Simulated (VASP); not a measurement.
# SiNi (NiAs type): single point with PBE

Crystal: SiNi (NiAs type).

```xyz
4
Lattice="2.2182 0.0000 0.0000 -1.1091 1.9210 0.0000 0.0000 0.0000 6.6444" Properties=species:S:1:pos:R:3 pbc="T T T"
Ni    0.0000    0.0000    0.0000
Ni    0.0000    0.0000    3.3222
Si    0.0000    1.2807    1.6611
Si    1.1091    0.6403    4.9833
```

- Program: VASP 6.6.1
- Task: single point
- Functional: PBE
- Potentials or basis: VASP PAW PBE potentials, release 64 (Ni, Si)
- Cutoff: 520 eV
- k mesh: 11 × 11 × 6
- Occupations: fermi-dirac, width 0.1 eV
- Spin: no spin polarisation
- Dipole correction: no
- k mesh for the DOS: 17 × 17 × 9
- Occupations for the DOS: tetrahedron
- Further INCAR settings: ALGO = Normal; EDIFF = 1e-06; NBANDS = 22

The valence electrons inside the program's atomic spheres are Ni 10.95; Si 2.08.

Levels at points of the mesh, in eV from the Fermi level:
| k point | band 11 | band 12 | band 13 | band 14 | band 15 | band 16 | band 17 | band 18 |
| --- | --- | --- | --- | --- | --- | --- | --- | --- |
| (0.00, 0.00, 0.00) | -3.67 | -3.67 | -3.50 | -3.50 | 1.38 | 7.36 | 13.78 | 13.78 |

It took 110 s on 1 thread of Intel Xeon 8259CL, with other jobs on the host, peak memory 0.2 GiB.

 Spin polarisation is off, so any magnetic state and its effect on volume and gap are missing.
